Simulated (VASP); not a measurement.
# Ni (Im-3m) in VASP: a series of runs

Runs on Ni. Level: r2SCAN+D3(BJ). Tasks: relaxation of cell and atoms.

All numbers are computed with VASP 6.6.1; they aren't measurements. Logs are shortened: lines on timing, memory, paths and dates and some standing lists are left out, and cuts for length are marked.

## Step 1: The cell of the first run

Symmetry: Im-3m, No. 229, cubic system. The conventional cell has a = 2.767 Å, b = 2.767 Å, c = 2.767 Å, α = 90.00°, β = 90.00°, γ = 90.00°. Ni (site symmetry m-3m) has 14 Ni at 2.40 to 2.77 Å within 3.2 Å.

This isn't the form of Ni at room conditions, which is fcc.

## Step 2: Relaxation of cell and atoms, r2SCAN+D3(BJ), collinear spin, ferromagnetic start, target pressure 6 GPa, at which the enthalpy is minimised

POSCAR

```
Ni
1.0
    2.3966650188     -0.0000000133     -0.0000000230
   -0.7988883271      2.2595974538     -0.0000000230
   -0.7988883271     -1.1297986937      1.9568688164
Ni
1
Direct
    0.0000000000      0.0000000000      0.0000000000
```

INCAR.step1

```
SYSTEM = Ni
ALGO = Normal ; EDIFF = 1E-4
ENCUT = 600 ; GGA = PE
ISMEAR = -1 ; ISPIN = 2
LASPH = .TRUE. ; LCHARG = .FALSE.
LMAXMIX = 4 ; LREAL = .FALSE.
LWAVE = .TRUE. ; MAGMOM = 1
NELM = 150 ; PREC = Accurate
SIGMA = 0.1
```

INCAR.step2

```
SYSTEM = Ni
ALGO = Normal ; EDIFF = 1E-6
EDIFFG = -0.02 ; ENCUT = 600
IBRION = 2 ; ISIF = 3
ISMEAR = -1 ; ISPIN = 2
ISTART = 1 ; IVDW = 12
LASPH = .TRUE. ; LCHARG = .FALSE.
LMAXMIX = 4 ; LMIXTAU = .TRUE.
LORBIT = 11 ; LREAL = .FALSE.
LWAVE = .FALSE. ; MAGMOM = 1
METAGGA = R2SCAN ; NELM = 150
NSW = 80 ; PREC = Accurate
PSTRESS = 60.0 ; SIGMA = 0.1
VDW_A1 = 0.49484001 ; VDW_A2 = 5.73083694
VDW_S6 = 1.0 ; VDW_S8 = 0.78981345
```

KPOINTS

```
k-points
0
G
  17 17 17
  0 0 0
```

Potentials or basis: VASP PAW PBE potentials, release 64 (Ni).

Started as:

```sh
$ cat potpaw_PBE.64/Ni/POTCAR > POTCAR
$ cp INCAR.step1 INCAR
$ mpirun -np 1 vasp_std > vasp.out
$ cp INCAR.step2 INCAR
$ mpirun -np 1 vasp_std > vasp.out
```

OUTCAR:

```text
SYSTEM = Ni
   EDIFF = 1E-6
   EDIFFG = -0.02
   ENCUT = 600
   IBRION = 2
   ISIF = 3
   ISMEAR = -1
   ISPIN = 2
   ISTART = 1
   IVDW = 12
   LASPH = .TRUE.
   LORBIT = 11
   LREAL = .FALSE.
   METAGGA = R2SCAN
   NELM = 150
   NSW = 80
   PREC = Accurate
   PSTRESS = 60.0
 IVDW          = 12

 ion  position               nearest neighbor table
   1  0.000  0.000  0.000-

  LATTYP: Found a body centered cubic cell.
 ALAT       =     2.7674303875

  Lattice vectors:

 A1 = (   2.3966650188,  -0.0000000133,  -0.0000000230)
 A2 = (  -0.7988883271,   2.2595974538,  -0.0000000230)
 A3 = (  -0.7988883271,  -1.1297986937,   1.9568688164)

Analysis of symmetry for initial positions (statically):
=====================================================================
 Subroutine PRICEL returns:
 Original cell was already a primitive cell.

 Routine SETGRP: Setting up the symmetry group for a
 body centered cubic supercell.

 Subroutine GETGRP returns: Found 48 space group operations
 (whereof 48 operations were pure point group operations)
 out of a pool of 48 trial point group operations.

The static configuration has the point symmetry O_h .

Analysis of symmetry for dynamics (positions and initial velocities):
=====================================================================
 Subroutine PRICEL returns:
 Original cell was already a primitive cell.

 Routine SETGRP: Setting up the symmetry group for a
 body centered cubic supercell.

 Subroutine GETGRP returns: Found 48 space group operations
 (whereof 48 operations were pure point group operations)
 out of a pool of 48 trial point group operations.

The dynamic configuration has the point symmetry O_h .

Analysis of structural, dynamic, and magnetic symmetry:
=====================================================================
 Subroutine PRICEL returns:
 Original cell was already a primitive cell.

 Routine SETGRP: Setting up the symmetry group for a
 body centered cubic supercell.

 Subroutine GETGRP returns: Found 48 space group operations
 (whereof 48 operations were pure point group operations)
 out of a pool of 48 trial point group operations.

The overall configuration has the point symmetry O_h .

 Subroutine INISYM returns: Found 48 space group operations
 (whereof 48 operations are pure point group operations),
 and found     1 'primitive' translations

----------------------------------------------------------------------------------------

                                     Primitive cell

  volume of cell :      10.5974

  direct lattice vectors                    reciprocal lattice vectors
     2.396665019 -0.000000013 -0.000000023     0.417246465  0.147518903  0.255510226
    -0.798888327  2.259597454 -0.000000023     0.000000005  0.442556708  0.255510226
    -0.798888327 -1.129798694  1.956868816     0.000000005  0.000000007  0.511020465

  length of vectors
     2.396665019  2.396665019  2.396665019     0.511020465  0.511020465  0.511020465

  position of ions in fractional coordinates (direct lattice)
     0.000000000  0.000000000  0.000000000

  ion indices of the primitive-cell ions
   primitive index   ion index
                 1           1

----------------------------------------------------------------------------------------

 KPOINTS: k-points

Automatic generation of k-mesh.
 Grid dimensions read from file:
 generate k-points for:   17   17   17

 Generating k-lattice:

  Cartesian coordinates                     Fractional coordinates (reciprocal lattice)
     0.024543910  0.008677583  0.015030013     0.058823529  0.000000000  0.000000000
     0.000000000  0.026032748  0.015030013    -0.000000000  0.058823529  0.000000000
     0.000000000  0.000000000  0.030060027    -0.000000000 -0.000000000  0.058823529

  Length of vectors
     0.030060027  0.030060027  0.030060027

  Shift w.r.t. Gamma in fractional coordinates (k-lattice)
     0.000000000  0.000000000  0.000000000

 Subroutine IBZKPT returns following result:
 ===========================================

 Found    165 irreducible k-points:

 Following reciprocal coordinates:
            Coordinates               Weight
  0.000000  0.000000  0.000000      1.000000
  0.058824  0.000000  0.000000     12.000000
  0.117647  0.000000  0.000000     12.000000
  0.176471  0.000000  0.000000     12.000000
  0.235294  0.000000  0.000000     12.000000
  0.294118  0.000000  0.000000     12.000000
[... 16 lines left out ...]
  0.411765  0.117647  0.000000     48.000000
  0.176471  0.176471  0.000000     24.000000
 [... further k-points ...]
   k-points           NKPTS =    165   k-points in BZ     NKDIM =    165   number of bands    NBANDS=     10
   number of dos      NEDOS =    301   number of ions     NIONS =      1
   total plane-waves  NPLWV =   8000
   dimension x,y,z NGX =    20 NGY =   20 NGZ =   20
   dimension x,y,z NGXF=    40 NGYF=   40 NGZF=   40
   ions per type =               1
   NGX,Y,Z   is equivalent  to a cutoff of  13.87, 13.87, 13.87 a.u.
   NGXF,Y,Z  is equivalent  to a cutoff of  27.75, 27.75, 27.75 a.u.
 SYSTEM =  Ni
   PREC   = accura    normal or accurate (medium, high low for compatibility)
   ISTART =      1    job   : 0-new  1-cont  2-samecut
   ICHARG =      0    charge: 1-file 2-atom 10-const
   ISPIN  =      2    spin polarized calculation?
   LNONCOLLINEAR =      F non collinear calculations
   LSORBIT =      F    spin-orbit coupling
   LASPH  =      T    aspherical Exc in radial PAW
   ENCUT  =  600.0 eV  44.10 Ry    6.64 a.u.   4.79  4.79  4.79*2*pi/ulx,y,z
   NELM   =    150;   NELMIN=  2; NELMDL=  0     # of ELM steps
   EDIFF  = 0.1E-05   stopping-criterion for ELM
   LREAL  =      F    real-space projection
   EDIFFG = -.2E-01   stopping-criterion for IOM
   NSW    =     80    number of steps for IOM
   IBRION =      2    ionic relax: 0-MD 1-quasi-New 2-CG
   NFREE  =      1    steps in history (QN), initial steepest desc. (CG)
   ISIF   =      3    stress and relaxation
   ISYM   =      2    0-nonsym 1-usesym 2-fastsym
   POTIM  = 0.5000    time-step for ionic-motion
   TEBEG  =    0.0;   TEEND  =   0.0 temperature during run
   PSTRESS=   60.0 pullay stress
   NELECT =      10.0000    total number of electrons
   NUPDOWN=      -1.0000    fix difference up-down
   EMIN   =  10.00;   EMAX   =-10.00  energy-range for DOS
   EFERMI =   0.00;   METHOD = LEGACY
   ISMEAR =    -1;   SIGMA  =   0.10  broadening in eV -4-tet -1-fermi 0-gaus
   EFERMI_NEDOS =   21; number of points for ismear=-14 and -15
   IALGO  =     38    algorithm
   IMIX   =      4    mixing-type and parameters
     AMIX     =   0.40;   BMIX     =  1.00
     AMIX_MAG =   1.60;   BMIX_MAG =  1.00
  volume/ion in A,a.u.               =      10.60        71.51
  Fermi-wavevector in a.u.,A,eV,Ry     =   1.605738  3.034406 35.081204  2.578396
  Thomas-Fermi vector in A             =   2.702037
   LORBIT       =     11    0 simple, 1 ext, 2 COOP (PROOUT), +10 PAW based schemes
   METAGGA = R2SCAN    functional components
   LHFCALC =     F    Hartree Fock is set to
   AEXX    =    0.0000 exact exchange contribution
   IVDW    =    12    specifies the selected vdW correction
   LEPSILON=     F    determine dielectric tensor
   LRPA    =     F    only Hartree local field effects (RPA)
 conjugate gradient relaxation of ions
 spin polarized calculation
  energy-cutoff  :      600.00
  volume of cell :       10.60
 maximum number of plane-waves:       370
   NGX =  9   NGY =  9   NGZ =  9

--------------------------------------- Ionic step        1  -------------------------------------------

 number of electron      10.0000001 magnetization       0.6422848

 Free energy of the ion-electron system (eV)
  ---------------------------------------------------
  ext. energy  EPLUGINS =         0.00000000
  ---------------------------------------------------
  free energy    TOTEN  =       -11.85160357 eV

  energy without entropy =      -11.80884036  energy(sigma->0) =      -11.83022197

 E-fermi :   9.5084     XC(G=0): -14.5449

 val. band max:        9.5077652776   @ k =  -0.2941   0.4706   0.0588
 cond. band min:       9.5149076457   @ k =  -0.2941   0.3529   0.2353
 fundamental gap:      0.0071423681
 Fermi energy:         9.5083850794

 spin component 1

 k-point     1 :       0.0000    0.0000    0.0000
  band No.  band energies     occupation
      1       0.0848      1.00000
      2       6.7760      1.00000
      3       6.7761      1.00000
      4       6.7761      1.00000
      5       8.3029      0.99999
      6       8.3029      0.99999
      7      37.2465      0.00000
      8      37.2465      0.00000
      9      37.2465      0.00000
     10      42.4479      0.00000

 k-point     2 :       0.0588    0.0000    0.0000
  band No.  band energies     occupation
      1       0.2363      1.00000
      2       6.7419      1.00000
      3       6.7742      1.00000
      4       6.8441      1.00000
      5       8.2680      1.00000
      6       8.3056      0.99999
      7      35.9769      0.00000
      8      36.9590      0.00000
      9      37.0233      0.00000
     10      41.4584      0.00000
[... 675 lines left out ...]
  FREE ENERGIE OF THE ION-ELECTRON SYSTEM (eV)
  ---------------------------------------------------
  free  energy   TOTEN  =       -12.0340216829 eV

  energy  without entropy=      -11.9949151389  energy(sigma->0) =      -12.01446841

  enthalpy is  TOTEN    =       -11.6708174522 eV   P V=        0.3632042307

--------------------------------------- Ionic step        3  -------------------------------------------

 number of electron      10.0000009 magnetization       0.6244948

 Free energy of the ion-electron system (eV)
  ---------------------------------------------------
  ext. energy  EPLUGINS =         0.00000000
  ---------------------------------------------------
  free energy    TOTEN  =       -11.83928443 eV

  energy without entropy =      -11.79817486  energy(sigma->0) =      -11.81872965

 E-fermi :  10.0843     XC(G=0): -14.8233

 val. band max:       10.0827324393   @ k =  -0.2941   0.4706   0.0588
 cond. band min:      10.0854696971   @ k =   0.2353   0.1765   0.0000
 fundamental gap:      0.0027372579
 Fermi energy:        10.0842795523

 spin component 1

 k-point     1 :       0.0000    0.0000    0.0000
  band No.  band energies     occupation
      1       0.3775      1.00000
      2       7.2692      1.00000
      3       7.2692      1.00000
      4       7.2692      1.00000
      5       8.8739      0.99999
      6       8.8739      0.99999
      7      38.2662      0.00000
      8      38.2662      0.00000
      9      38.2662      0.00000
     10      43.7637      0.00000

 k-point     2 :       0.0588    0.0000    0.0000
  band No.  band energies     occupation
      1       0.5337      1.00000
      2       7.2327      1.00000
      3       7.2670      1.00000
      4       7.3416      1.00000
      5       8.8364      1.00000
      6       8.8769      0.99999
      7      37.0284      0.00000
      8      37.9905      0.00000
      9      38.0654      0.00000
     10      42.8494      0.00000
[... 628 lines left out ...]
 POSITION                                       TOTAL-FORCE (eV/Angst)
 -----------------------------------------------------------------------------------
      0.00000      0.00000     -0.00000        -0.000000      0.000000     -0.000000
 -----------------------------------------------------------------------------------
    total drift:                               -0.000000      0.000000      0.000000

  FREE ENERGIE OF THE ION-ELECTRON SYSTEM (eV)
  ---------------------------------------------------
  free  energy   TOTEN  =       -12.0714348599 eV

  energy  without entropy=      -12.0303252855  energy(sigma->0) =      -12.05088007

  enthalpy is  TOTEN    =       -11.6901574791 eV   P V=        0.3812773808

 reached required accuracy - stopping structural energy minimisation

 total charge

# of ion       s       p       d       tot
------------------------------------------
    1        0.535   0.566   8.376   9.477

 magnetization (x)

# of ion       s       p       d       tot
------------------------------------------
    1       -0.007  -0.030   0.672   0.636
```

Wall time 3.4 min (1 thread of Intel Xeon 6975P-C (Granite Rapids), shared host); peak memory 0.18 GiB.

Results:

```yaml
Free_energy: -12.0714 eV
Relaxed_volume: 10.18 Å³/atom
Relaxed_cell: a = 2.365 Å, b = 2.365 Å, c = 2.365 Å, α = 109.47°, β = 109.47°, γ = 109.47°
Space_group_after_relaxing_to_0.1_Å: Im-3m (No. 229)
Energy_change_on_relaxing_the_run_minimises_the_enthalpy: +3.3 meV/atom
Ionic_steps: 3
Pressure_after_relaxing: 5.7 GPa
Net_moment: 0.62 μB per cell
Site_moments: Ni +0.64 μB
Valence_electrons_inside_the_program's_atomic_spheres: Ni 9.48
Dispersion_energy_per_atom: -0.232 eV
```

Step by step:
| step | energy change (eV) | largest force (eV/Å) | pressure (GPa) | volume (Å³) |
| --- | --- | --- | --- | --- |
| 1 | 0.0000 | 0.0000 | -3.12 | 10.60 |
| 2 | 0.0407 | 0.0000 | 19.76 | 9.70 |
| 3 | 0.0033 | 0.0000 | 5.71 | 10.18 |

Final structure:
```
CELL_PARAMETERS angstrom
2.36487 0.00000 0.00000
-0.78829 2.22962 0.00000
-0.78829 -1.11481 1.93091
ATOMIC_POSITIONS crystal
Ni 0.00000 0.00000 0.00000
```

Caveat: the cell is relaxed towards a set pressure, so the run minimises the enthalpy, not the energy; the PAW data sets were made with another functional, which shifts forces and pressure a little.

## Step 3: Relaxation of cell and atoms, r2SCAN+D3(BJ), collinear spin, ferromagnetic start, target pressure 8 GPa, at which the enthalpy is minimised

POSCAR is that of step 2.

INCAR.step1

```
PREC = Accurate
ENCUT = 600
ISMEAR = -1
SIGMA = 0.1
LREAL = F
LASPH = T
NELM = 150
ISPIN = 2
MAGMOM = 1
LMAXMIX = 4
GGA = PE
ALGO = Normal
EDIFF = 1E-4
LWAVE = T
LCHARG = F
```

INCAR.step2

```
PREC = Accurate
ENCUT = 600
EDIFF = 1E-7
ISMEAR = -1
SIGMA = 0.1
LREAL = F
LASPH = T
NELM = 150
ALGO = Normal
ISIF = 3
LWAVE = F
LCHARG = F
ISPIN = 2
MAGMOM = 1
LORBIT = 11
LMAXMIX = 4
METAGGA = R2SCAN
LMIXTAU = T
IVDW = 12
VDW_S6 = 1.0
VDW_S8 = 0.78981345
VDW_A1 = 0.49484001
VDW_A2 = 5.73083694
IBRION = 2
NSW = 80
EDIFFG = -0.02
PSTRESS = 80.0
ISTART = 1
```

KPOINTS

```
regular mesh
0
Gamma
  17 17 17
```

Potentials or basis: VASP PAW PBE potentials, release 64 (Ni).

Started as:

```sh
$ cat potpaw_PBE.64/Ni/POTCAR > POTCAR
$ cp INCAR.step1 INCAR
$ mpirun -np 1 vasp_std > vasp.out
$ cp INCAR.step2 INCAR
$ mpirun -np 1 vasp_std > vasp.out
```

Wall time 3.5 min (1 thread of Intel Xeon 6975P-C (Granite Rapids), shared host); peak memory 0.17 GiB.

Results (log left out):

```yaml
Free_energy: -12.0682 eV
Relaxed_volume: 10.11 Å³/atom
Relaxed_cell: a = 2.359 Å, b = 2.359 Å, c = 2.359 Å, α = 109.47°, β = 109.47°, γ = 109.47°
Space_group_after_relaxing_to_0.1_Å: Im-3m (No. 229)
Energy_change_on_relaxing_the_run_minimises_the_enthalpy: +6.5 meV/atom
Ionic_steps: 3
Pressure_after_relaxing: 7.8 GPa
Net_moment: 0.62 μB per cell
Site_moments: Ni +0.63 μB
Valence_electrons_inside_the_program's_atomic_spheres: Ni 9.49
Dispersion_energy_per_atom: -0.234 eV
```

Step by step:
| step | energy change (eV) | largest force (eV/Å) | pressure (GPa) | volume (Å³) |
| --- | --- | --- | --- | --- |
| 1 | 0.0000 | 0.0000 | -3.12 | 10.60 |
| 2 | 0.0675 | 0.0000 | 25.90 | 9.51 |
| 3 | 0.0065 | 0.0000 | 7.81 | 10.11 |

Final structure:
```
Ni
1.0
     2.35907    0.00000    0.00000
    -0.78636    2.22416    0.00000
    -0.78636   -1.11208    1.92618
Ni
1
Direct
  0.00000 0.00000 0.00000
```

Levels at points of the mesh, in eV from the Fermi level:
Spin up:
```tsv
k point	band 3	band 4	band 5	band 6	band 7	band 8
(0.00, 0.00, 0.00)	-2.83	-2.83	-1.21	-1.21	28.26	28.26
```
Spin down:
```tsv
k point	band 2	band 3	band 4	band 5	band 6	band 7	band 8	band 9
(0.00, 0.00, 0.00)	-1.74	-1.74	-1.74	-0.55	-0.55	28.25	28.25	28.25
```

Caveat: the cell is relaxed towards a set pressure, so the run minimises the enthalpy, not the energy; the PAW data sets were made with another functional, which shifts forces and pressure a little.

[end of part 1 of 2]
